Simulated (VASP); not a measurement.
# AlAs (scan) (F-43m) in VASP: further runs

The runs below take AlAs (scan) through single point, with r2SCAN.

Everything below comes from runs of VASP 6.6.1. Logs are shortened: lines on timing, memory, paths and dates and some standing lists are left out, and cuts for length are marked.

**1. The cell of the first run**

Symmetry: F-43m, No. 216, cubic system. Conventional cell: a = 5.661 Å, b = 5.661 Å, c = 5.661 Å, α = 90.00°, β = 90.00°, γ = 90.00°. Within 3.2 Å of Al (site symmetry -43m) lie 4 As at 2.45 Å. As (site symmetry -43m) has 4 Al at 2.45 Å within 3.2 Å.

**2. Single point, r2SCAN**

POSCAR reads:

```
AlAs
1.0
    0.0000000000      2.8305000000      2.8305000000
    2.8305000000      0.0000000000      2.8305000000
    2.8305000000      2.8305000000      0.0000000000
Al As
1 1
Direct
    0.0000000000      0.0000000000      0.0000000000
    0.2500000000      0.2500000000      0.2500000000
```

INCAR.step1 reads:

```
PREC = Accurate
ENCUT = 550
ISMEAR = 0
SIGMA = 0.1
LREAL = False
LASPH = True
NELM = 120
NBANDS = 11
GGA = PE
ALGO = Normal
EDIFF = 1E-5
LWAVE = True
LCHARG = False
GGA_COMPAT = False
```

INCAR.step2 reads:

```
PREC = Accurate
ENCUT = 550
EDIFF = 1E-6
ISMEAR = 0
SIGMA = 0.1
LREAL = False
LASPH = True
NELM = 120
ALGO = Normal
ISIF = 2
LWAVE = False
LCHARG = False
METAGGA = R2SCAN
LMIXTAU = True
NBANDS = 11
ISTART = 1
GGA_COMPAT = False
```

KPOINTS reads:

```
regular mesh
0
Gamma
  6 6 6
```

Potentials or basis: VASP PAW PBE potentials, release 64 (Al, As).

Command:

```
> cat potpaw_PBE.64/Al/POTCAR potpaw_PBE.64/As/POTCAR > POTCAR
> cp INCAR.step1 INCAR
> mpirun -np 1 vasp_std > vasp.out
> cp INCAR.step2 INCAR
> mpirun -np 1 vasp_std > vasp.out
```

OUTCAR:

```text
PREC = Accurate
   ENCUT = 550
   EDIFF = 1E-6
   ISMEAR = 0
   LREAL = False
   LASPH = True
   NELM = 120
   ISIF = 2
   METAGGA = R2SCAN
   ISTART = 1

 ion  position               nearest neighbor table
   1  0.000  0.000  0.000-   2 2.45   2 2.45   2 2.45   2 2.45
   2  0.250  0.250  0.250-   1 2.45   1 2.45   1 2.45   1 2.45

  LATTYP: Found a face centered cubic cell.
 ALAT       =     5.6610000000

  Lattice vectors:

 A1 = (   0.0000000000,   2.8305000000,   2.8305000000)
 A2 = (   2.8305000000,   0.0000000000,   2.8305000000)
 A3 = (   2.8305000000,   2.8305000000,   0.0000000000)

Analysis of symmetry for initial positions (statically):
=====================================================================
 Subroutine PRICEL returns:
 Original cell was already a primitive cell.

 Routine SETGRP: Setting up the symmetry group for a
 face centered cubic supercell.

 Subroutine GETGRP returns: Found 24 space group operations
 (whereof 24 operations were pure point group operations)
 out of a pool of 48 trial point group operations.

The static configuration has the point symmetry T_d .

Analysis of symmetry for dynamics (positions and initial velocities):
=====================================================================
 Subroutine PRICEL returns:
 Original cell was already a primitive cell.

 Routine SETGRP: Setting up the symmetry group for a
 face centered cubic supercell.

 Subroutine GETGRP returns: Found 24 space group operations
 (whereof 24 operations were pure point group operations)
 out of a pool of 48 trial point group operations.

The dynamic configuration has the point symmetry T_d .

 Subroutine INISYM returns: Found 24 space group operations
 (whereof 24 operations are pure point group operations),
 and found     1 'primitive' translations

----------------------------------------------------------------------------------------

                                     Primitive cell

  volume of cell :      45.3544

  direct lattice vectors                    reciprocal lattice vectors
     0.000000000  2.830500000  2.830500000    -0.176647235  0.176647235  0.176647235
     2.830500000  0.000000000  2.830500000     0.176647235 -0.176647235  0.176647235
     2.830500000  2.830500000  0.000000000     0.176647235  0.176647235 -0.176647235

  length of vectors
     4.002931488  4.002931488  4.002931488     0.305961987  0.305961987  0.305961987

  position of ions in fractional coordinates (direct lattice)
     0.000000000  0.000000000  0.000000000
     0.250000000  0.250000000  0.250000000

  ion indices of the primitive-cell ions
   primitive index   ion index
                 1           1
                 2           2

----------------------------------------------------------------------------------------

 KPOINTS: regular mesh

Automatic generation of k-mesh.
 Grid dimensions read from file:
 generate k-points for:    6    6    6

 Generating k-lattice:

  Cartesian coordinates                     Fractional coordinates (reciprocal lattice)
    -0.029441206  0.029441206  0.029441206     0.166666667  0.000000000  0.000000000
     0.029441206 -0.029441206  0.029441206     0.000000000  0.166666667  0.000000000
     0.029441206  0.029441206 -0.029441206     0.000000000  0.000000000  0.166666667

  Length of vectors
     0.050993664  0.050993664  0.050993664

  Shift w.r.t. Gamma in fractional coordinates (k-lattice)
     0.000000000  0.000000000  0.000000000

 Subroutine IBZKPT returns following result:
 ===========================================

 Found     16 irreducible k-points:

 Following reciprocal coordinates:
            Coordinates               Weight
  0.000000  0.000000  0.000000      1.000000
  0.166667  0.000000  0.000000      8.000000
  0.333333  0.000000  0.000000      8.000000
  0.500000  0.000000  0.000000      4.000000
  0.166667  0.166667  0.000000      6.000000
  0.333333  0.166667  0.000000     24.000000
[... 8 lines left out ...]
 -0.333333  0.333333  0.166667     24.000000
 -0.333333  0.500000  0.166667     12.000000
   k-points           NKPTS =     16   k-points in BZ     NKDIM =     16   number of bands    NBANDS=     11
   number of dos      NEDOS =    301   number of ions     NIONS =      2
   total plane-waves  NPLWV =  32768
   dimension x,y,z NGX =    32 NGY =   32 NGZ =   32
   dimension x,y,z NGXF=    64 NGYF=   64 NGZF=   64
   ions per type =               1   1
   NGX,Y,Z   is equivalent  to a cutoff of  13.29, 13.29, 13.29 a.u.
   NGXF,Y,Z  is equivalent  to a cutoff of  26.58, 26.58, 26.58 a.u.
 SYSTEM =  unknown system
   PREC   = accura    normal or accurate (medium, high low for compatibility)
   ISTART =      1    job   : 0-new  1-cont  2-samecut
   ICHARG =      0    charge: 1-file 2-atom 10-const
   ISPIN  =      1    spin polarized calculation?
   LNONCOLLINEAR =      F non collinear calculations
   LSORBIT =      F    spin-orbit coupling
   LASPH  =      T    aspherical Exc in radial PAW
   ENCUT  =  550.0 eV  40.42 Ry    6.36 a.u.   7.65  7.65  7.65*2*pi/ulx,y,z
   NELM   =    120;   NELMIN=  2; NELMDL=  0     # of ELM steps
   EDIFF  = 0.1E-05   stopping-criterion for ELM
   LREAL  =      F    real-space projection
   EDIFFG = 0.1E-04   stopping-criterion for IOM
   NSW    =      0    number of steps for IOM
   IBRION =     -1    ionic relax: 0-MD 1-quasi-New 2-CG
   NFREE  =      0    steps in history (QN), initial steepest desc. (CG)
   ISIF   =      2    stress and relaxation
   ISYM   =      2    0-nonsym 1-usesym 2-fastsym
   POTIM  = 0.5000    time-step for ionic-motion
   TEBEG  =    0.0;   TEEND  =   0.0 temperature during run
   PSTRESS=    0.0 pullay stress
   NELECT =       8.0000    total number of electrons
   NUPDOWN=      -1.0000    fix difference up-down
   EMIN   =  10.00;   EMAX   =-10.00  energy-range for DOS
   EFERMI =   0.00;   METHOD = LEGACY
   ISMEAR =     0;   SIGMA  =   0.10  broadening in eV -4-tet -1-fermi 0-gaus
   EFERMI_NEDOS =   21; number of points for ismear=-14 and -15
   IALGO  =     38    algorithm
   IMIX   =      4    mixing-type and parameters
     AMIX     =   0.40;   BMIX     =  1.00
     AMIX_MAG =   1.60;   BMIX_MAG =  1.00
  volume/ion in A,a.u.               =      22.68       153.03
  Fermi-wavevector in a.u.,A,eV,Ry     =   0.918118  1.734991 11.468895  0.842940
  Thomas-Fermi vector in A             =   2.043163
   LORBIT       =      0    0 simple, 1 ext, 2 COOP (PROOUT), +10 PAW based schemes
   METAGGA = R2SCAN    functional components
   LHFCALC =     F    Hartree Fock is set to
   AEXX    =    0.0000 exact exchange contribution
   IVDW    =     0    specifies the selected vdW correction
   LEPSILON=     F    determine dielectric tensor
   LRPA    =     F    only Hartree local field effects (RPA)
 non-spin polarized calculation
 Gauss-broadening in eV      SIGMA  =   0.10
  energy-cutoff  :      550.00
  volume of cell :       45.35
 maximum number of plane-waves:      1363
 NGX is ok and might be reduce to    32
   NGX = 15   NGY = 15   NGZ = 15

 number of electron       8.0000001 magnetization

 Free energy of the ion-electron system (eV)
  ---------------------------------------------------
  ext. energy  EPLUGINS =         0.00000000
  ---------------------------------------------------
  free energy    TOTEN  =       -22.68626582 eV

  energy without entropy =      -22.68626582  energy(sigma->0) =      -22.68626582

 E-fermi :   4.1120     XC(G=0):  -9.4465

 val. band max:        3.6681447290   @ k =   0.0000   0.0000   0.0000
 cond. band min:       5.4574847733   @ k =   0.5000   0.5000   0.0000
 fundamental gap:      1.7893400443
 Fermi energy:         4.1119514649

 k-point     1 :       0.0000    0.0000    0.0000
  band No.  band energies     occupation
      1      -8.6501      2.00000
      2       3.6681      2.00000
      3       3.6681      2.00000
      4       3.6681      2.00000
      5       6.3751      0.00000
      6       8.3771      0.00000
      7       8.3771      0.00000
      8       8.3771      0.00000
      9      13.1867      0.00000
     10      13.1867      0.00000
     11      13.4095      0.00000

 k-point     2 :       0.1667    0.0000    0.0000
  band No.  band energies     occupation
      1      -8.3690      2.00000
      2       1.5933      2.00000
      3       3.3996      2.00000
      4       3.3996      2.00000
      5       7.0399      0.00000
      6       8.8314      0.00000
      7       8.8314      0.00000
      8       9.3986      0.00000
      9      12.4224      0.00000
     10      12.4224      0.00000
     11      14.2349      0.00000

 k-point     3 :       0.3333    0.0000    0.0000
  band No.  band energies     occupation
      1      -7.6581      2.00000
      2      -0.9005      2.00000
      3       2.9856      2.00000
      4       2.9856      2.00000
      5       6.5497      0.00000
      6       8.9655      0.00000
      7       8.9655      0.00000
      8      11.8180      0.00000
      9      13.3081      0.00000
     10      13.3081      0.00000
     11      13.8307      0.00000

 k-point     4 :       0.5000    0.0000    0.0000
  band No.  band energies     occupation
      1      -7.1636      2.00000
      2      -2.0288      2.00000
      3       2.8172      2.00000
      4       2.8172      2.00000
      5       6.3173      0.00000
      6       8.7707      0.00000
      7       8.7707      0.00000
      8      12.0665      0.00000
      9      15.7399      0.00000
     10      16.0261      0.00000
     11      16.0261      0.00000
[... 127 lines left out ...]
 k-point    14 :       0.5000    0.3333    0.1667
  band No.  band energies     occupation
      1      -7.1068      2.00000
      2      -1.0407      2.00000
      3       0.8904      2.00000
      4       1.9870      2.00000
      5       7.7455      0.00000
      6       8.7135      0.00000
      7       9.3192      0.00000
      8      12.2133      0.00000
      9      13.6024      0.00000
     10      15.1506      0.00000
     11      17.5252      0.00000

 k-point    15 :      -0.3333    0.3333    0.1667
  band No.  band energies     occupation
      1      -6.7295      2.00000
      2      -1.5489      2.00000
      3       0.4276      2.00000
      4       1.5972      2.00000
      5       8.0085      0.00000
      6       8.7570      0.00000
      7      10.9374      0.00000
      8      11.6726      0.00000
      9      12.6725      0.00000
     10      15.9738      0.00000
     11      17.2296      0.00000

 k-point    16 :      -0.3333    0.5000    0.1667
  band No.  band energies     occupation
      1      -6.5606      2.00000
      2      -1.6195      2.00000
      3       0.6540      2.00000
      4       0.9244      2.00000
      5       7.2254      0.00000
      6       8.2278      0.00000
      7      11.4162      0.00000
      8      12.1039      0.00000
      9      15.0944      0.00000
     10      16.6950      0.00000
     11      17.1428      0.00000

------------------------ aborting loop because EDIFF is reached ----------------------------------------

  FORCE on cell =-STRESS in cart. coord.  units (eV):
  Direction    XX          YY          ZZ          XY          YZ          ZX
  --------------------------------------------------------------------------------------
  -------------------------------------------------------------------------------------
  Total        0.1898690      0.1898690      0.1898690      0.0000000      0.0000000     -0.0000000
  in kB        6.7072592      6.7072592      6.7072592      0.0000000      0.0000000     -0.0000000
  external PRESSURE =       6.7072592 kB  Pullay stress =       0.0000000 kB

 VOLUME and BASIS-vectors are now :
 -----------------------------------------------------------------------------
  energy-cutoff  :      550.00
  volume of cell :       45.35
      direct lattice vectors                 reciprocal lattice vectors
     0.000000000  2.830500000  2.830500000    -0.176647235  0.176647235  0.176647235
     2.830500000  0.000000000  2.830500000     0.176647235 -0.176647235  0.176647235
     2.830500000  2.830500000  0.000000000     0.176647235  0.176647235 -0.176647235

 POSITION                                       TOTAL-FORCE (eV/Angst)
 -----------------------------------------------------------------------------------
      0.00000      0.00000      0.00000        -0.000000     -0.000000     -0.000000
      1.41525      1.41525      1.41525         0.000000      0.000000      0.000000
 -----------------------------------------------------------------------------------
    total drift:                                0.000000      0.000000      0.000000

  FREE ENERGIE OF THE ION-ELECTRON SYSTEM (eV)
  ---------------------------------------------------
  free  energy   TOTEN  =       -22.6862658206 eV

  energy  without entropy=      -22.6862658206  energy(sigma->0) =      -22.68626582
```

It took 51 s on 1 thread of Intel Xeon 8259CL, shared host; peak memory 0.18 GiB.

Results:

- Free energy: -22.6863 eV
- Pressure: 0.7 GPa
- Band gap on the k mesh: 1.79 eV, indirect (least direct gap 2.71 eV)

Levels at points of the mesh, in eV from the valence-band top:
| k point | band 1 | band 2 | band 3 | band 4 | band 5 | band 6 | band 7 | band 8 |
| --- | --- | --- | --- | --- | --- | --- | --- | --- |
| (0.00, 0.00, 0.00) | -12.32 | 0.00 | 0.00 | 0.00 | 2.71 | 4.71 | 4.71 | 4.71 |
| (0.50, 0.00, 0.00) | -10.83 | -5.70 | -0.85 | -0.85 | 2.65 | 5.10 | 5.10 | 8.40 |
| (0.50, 0.50, 0.00) | -10.25 | -5.54 | -2.24 | -2.24 | 1.79 | 2.68 | 11.18 | 11.18 |

Caveat: the PAW data sets were made with another functional, which shifts forces and pressure a little. r2SCAN opens gaps a little over a GGA but as a rule still falls short of measured ones.

(Part 1 of 2 ends here.)
